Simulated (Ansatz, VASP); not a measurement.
Two plane-wave programs on PbS

File POSCAR:

```
PbS
1.0
    2.1119725129      1.2193478988      3.8649666667
   -2.1119725129      1.2193478988      3.8649666667
    0.0000000000     -2.4386957977      3.8649666667
Pb S
1 1
Direct
    0.9781509158      0.9781509158      0.9781509158
    0.4774504142      0.4774504142      0.4774504142
```

The input INCAR.step1:

```
  PREC = Accurate
  ENCUT = 520
  ISMEAR = 0
  SIGMA = 0.05
  LREAL = F
  LASPH = T
  NELM = 60
  NBANDS = 17
  GGA = PE
  ALGO = Normal
  EDIFF = 1E-4
  LWAVE = T
  LCHARG = F
```

The input INCAR.step2:

```
  PREC = Accurate
  ENCUT = 520
  EDIFF = 1E-6
  ISMEAR = 0
  SIGMA = 0.05
  LREAL = F
  LASPH = T
  NELM = 60
  ALGO = Normal
  ISIF = 2
  LWAVE = F
  LCHARG = F
  METAGGA = R2SCAN
  LMIXTAU = T
  NBANDS = 17
  ISTART = 1
```

File KPOINTS:

```
regular mesh
0
Gamma
  9 9 9
```

Input for Ansatz:

```yaml
crystal:
  lattice:
    - [2.1119725129, 1.2193478988, 3.8649666667]
    - [-2.1119725129, 1.2193478988, 3.8649666667]
    - [0.0, -2.4386957977, 3.8649666667]
  atoms:
    - { symbol: Pb, position: [0.9781509158, 0.9781509158, 0.9781509158] }
    - { symbol: S, position: [0.4774504142, 0.4774504142, 0.4774504142] }
basis:
  ecutwfc: 500
kpoints:
  mp_grid: { grid: [9, 9, 9] }
hamiltonian:
  xc: r2scan
scf:
  occupations: { method: gaussian, width: 0.05 }
output:
  forces: true
  stress: true
  eigenvalues: true
  write_density: true
  write_potential: true
  elf: true
  volumetric_format: npy
```

Alike in both runs: task single point; functional r2SCAN; k mesh 9 × 9 × 9; occupations gaussian, width 0.05 eV; no spin polarisation.

|  | VASP | Ansatz |
| --- | --- | --- |
| version | VASP 6.6.1 | Ansatz 0.2.0 |
| potentials or method | VASP PAW PBE potentials, release 64 (Pb_d, S), cutoff 520 eV | scalar-relativistic, plane waves, PAW |
| valence electrons in the cell | 20 | 20 |

```tsv
	VASP	Ansatz	Ansatz less VASP
pressure (GPa)	-5.3	-5.3	+0.03
traceless stress, the component that is largest in VASP (GPa)	-3.72	-3.72	0.000
rms of the force components (eV/Å)	0.009	0.010	+0.0001
```

VASP's potentials were made for PBE, not for r2SCAN. Atom by atom the forces differ by 0.000 eV/Å (rms over components). The functional is the same, so the differences come from potentials, cutoffs and numerics.

Neither program's run includes spin-orbit coupling.
